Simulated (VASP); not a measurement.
Bi, 2 atoms in the cell. It takes space group C2/m (No. 12, monoclinic). Conventional cell: a = 6.930 Å, b = 6.223 Å, c = 3.336 Å, α = 90.00°, β = 112.04°, γ = 90.00°. Bi (site symmetry m) has 9 Bi at 3.19 to 3.96 Å within 4.2 Å.  This cell differs from its parent crystal: volume scaled by 0.98.

* Program: VASP 6.6.1
* Task: single point
* Functional: LDA
* Potentials or basis: VASP PAW LDA potentials, release 64 (Bi_d)
* Cutoff: 520 eV
* k mesh: 6 × 6 × 9
* Occupations: fermi-dirac, width 0.05 eV
* Spin: no spin polarisation
* Dipole correction: no
* Further INCAR settings: ALGO = Fast; EDIFF = 1e-06; NBANDS = 22

Potentials or basis: VASP PAW LDA potentials, release 64 (Bi_d).

Launch:

```bash
$ cat potpaw_LDA.64/Bi_d/POTCAR > POTCAR
$ mpirun -np 1 vasp_std > vasp.out
```

Hardware: 1 thread of Intel(R) Xeon(R) 6975P-C (Granite Rapids), on a shared host.

**Question.** How long does it take, and how much memory?

**Answer.** It took 42 s on 1 thread of Intel(R) Xeon(R) 6975P-C (Granite Rapids), on a shared host, peak memory 0.23 GiB. Counts: scf iterations 12, k points 97.
